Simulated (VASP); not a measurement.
A run of VASP 6.6.1:

POSCAR

```
InAs
1.0
    0.0000000000      2.9629527589      2.9629527589
    2.9629527589      0.0000000000      2.9629527589
    2.9629527589      2.9629527589      0.0000000000
In As
1 1
Direct
    0.0000000000      0.0000000000      0.0000000000
    0.2500000000      0.2500000000      0.2500000000
```

File INCAR.step1:

```
PREC = Accurate
ENCUT = 520
ISMEAR = -1
SIGMA = 0.02
LREAL = F
LASPH = T
NELM = 150
MAGMOM = 0 0 0 0 0 0
LSORBIT = T
GGA_COMPAT = F
NBANDS = 30
GGA = PE
ALGO = Normal
EDIFF = 1E-4
LWAVE = T
LCHARG = F
```

INCAR.step2

```
PREC = Accurate
ENCUT = 520
EDIFF = 1E-6
ISMEAR = -1
SIGMA = 0.02
LREAL = F
LASPH = T
NELM = 150
ALGO = Normal
ISIF = 2
LWAVE = F
LCHARG = T
MAGMOM = 0 0 0 0 0 0
LORBIT = 11
LSORBIT = T
GGA_COMPAT = F
LORBMOM = T
METAGGA = R2SCAN
LMIXTAU = T
LVHAR = T
NBANDS = 30
ISTART = 1
```

File KPOINTS:

```
Automatic mesh
0
Gamma
  8 8 8
```

Potentials or basis: VASP PAW PBE potentials, release 64 (In_d, As).

Command:

```sh
$ cat potpaw_PBE.64/In_d/POTCAR potpaw_PBE.64/As/POTCAR > POTCAR
$ cp INCAR.step1 INCAR
$ mpirun -np 1 vasp_ncl > vasp.out
$ cp INCAR.step2 INCAR
$ mpirun -np 1 vasp_ncl > vasp.out
```

Hardware: 1 thread of AMD EPYC 7R13, on a shared host.

Question: How long does it take, and how much memory?

Answer: It took 8.1 min on 1 thread of AMD EPYC 7R13 (shared host), peak memory 0.42 GiB. Counts: k points 43.
